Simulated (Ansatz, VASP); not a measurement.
C in VASP and in Ansatz

```
C
1.0
     0.00000    2.18329    3.41078
     1.26136    0.00000    3.41078
     1.26136    2.18329    0.00000
C
2
Direct
  0.16671 0.83329 0.16671
  0.83329 0.16671 0.83329
```

Alike in both runs: task single point; functional PBEsol; dispersion D3(BJ); k mesh 16 × 16 × 16; occupations gaussian, width 0.03 eV; no spin polarisation.

```csv
,VASP,Ansatz
version,VASP 6.6.1,Ansatz 0.2.0
potentials or method,"VASP PAW PBE potentials, release 64 (C), cutoff 520 eV","scalar-relativistic, plane waves, PAW"
valence electrons in the cell,8,8
```

```tsv
	VASP	Ansatz	Ansatz less VASP
gap on the k mesh at the Fermi level (eV)	0.19	0.19	+0.001
least direct gap on the mesh (eV)	0.22	0.23	+0.001
pressure (GPa)	-19.2	-19.8	-0.63
traceless stress, the component that is largest in VASP (GPa)	18.60	19.30	+0.697
rms of the force components (eV/Å)	0.015	0.015	+0.0001
```

VASP's potentials were made for PBE, not for PBEsol, and Ansatz warns of the same on its side. Atom by atom the forces differ by 0.000 eV/Å (rms over components).
